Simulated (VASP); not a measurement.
Set up this calculation in VASP 6.6.1, as the native input.

- Task: relaxation of cell and atoms
- Functional: PBE
- Potentials or basis: VASP PAW PBE potentials, release 64 (Sn_d, Se)
- Cutoff: 600 eV
- k mesh: 6 × 6 × 6
- Occupations: fermi-dirac, width 0.02 eV
- Spin: no spin polarisation
- Dipole correction: no
- Further INCAR settings: ALGO = Normal; EDIFF = 1e-07; IBRION = 2; EDIFFG = -0.005; NSW = 80; ISIF = 3

The structure of SnSe2 lies in POSCAR:

```
SnSe2
1.0
   -2.6330485100      2.6330485100      6.6089517601
    2.6330485100     -2.6330485100      6.6089517601
    2.6330485100      2.6330485100     -6.6089517601
Sn Se
2 4
Direct
    0.7500000000      0.2500000000      0.5000000000
    0.0000000000      0.0000000000      0.0000000000
    0.5420000000      0.0420000000      0.5000000000
    0.7920000000      0.7920000000      0.0000000000
    0.2080000000      0.2080000000      0.0000000000
    0.9580000000      0.4580000000      0.5000000000
```

One way to write it, as run:

INCAR

```
PREC = Accurate
ENCUT = 600
EDIFF = 1E-7
ISMEAR = -1
SIGMA = 0.02
LREAL = False
LASPH = True
NELM = 100
ALGO = Normal
ISIF = 3
LWAVE = False
LCHARG = False
GGA = PE
IBRION = 2
NSW = 80
EDIFFG = -0.005
```

KPOINTS

```
Automatic mesh
0
Gamma
  6 6 6
```

Potentials or basis: VASP PAW PBE potentials, release 64 (Sn_d, Se).

Command:

```bash
$ cat potpaw_PBE.64/Sn_d/POTCAR potpaw_PBE.64/Se/POTCAR > POTCAR
$ mpirun -np 1 vasp_std > vasp.out
```

It gave:

```json
{"Relaxed volume": "30.45 Å³/atom", "Relaxed cell": "a = 6.925 Å, b = 6.925 Å, c = 6.925 Å, α = 131.44°, β = 131.44°, γ = 71.11°", "Space group after relaxing (to 0.1 Å)": "I4_1/amd (No. 141)", "Energy gained by relaxing": "58.9 meV/atom", "Ionic steps": "20", "Pressure after relaxing": "0.0 GPa", "Band gap on the k mesh": "0.23 eV (least direct gap 0.39 eV)"}
```

Caveat: spin-orbit coupling is left out, which moves the levels of the heavy elements.

It took 65 min on 1 thread of AMD EPYC 9R45 96-Core Processor (Zen 5) (shared host), peak memory 0.69 GiB.
